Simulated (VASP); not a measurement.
A run of VASP 6.6.1:

The input INCAR:

```
SYSTEM = CdS
ALGO = Normal
EDIFF = 1E-7
ENCUT = 520
GGA = PE
ISIF = 2
ISMEAR = 0
LASPH = .True.
LCHARG = .True.
LELF = .True.
LREAL = .False.
LVHAR = .True.
LWAVE = .False.
NBANDS = 16
NELM = 80
PREC = Accurate
SIGMA = 0.05
```

KPOINTS

```
k-points
0
Gamma
  8 8 8
  0 0 0
```

POSCAR

```
CdS
1.0
    0.0000000000      2.7936000000      2.9100000000
    2.7936000000      0.0000000000      2.9100000000
    2.7936000000      2.7936000000      0.0000000000
Cd S
1 1
Direct
    0.0000000000      0.0000000000      0.0000000000
    0.7500000000      0.7500000000      0.7500000000
```

Potentials or basis: VASP PAW PBE potentials, release 64 (Cd, S).

Launch:

```bash
$ cat potpaw_PBE.64/Cd/POTCAR potpaw_PBE.64/S/POTCAR > POTCAR
$ mpirun -np 1 vasp_std > vasp.out
```

Hardware: 1 thread of Intel Xeon 6975P-C, on a shared host.

Problem. How long does it take, and how much memory?

Solution. It took 40 s on 1 thread of Intel Xeon 6975P-C, with other jobs on the host, peak memory 0.19 GiB. Counts: scf iterations 14, k points 59.
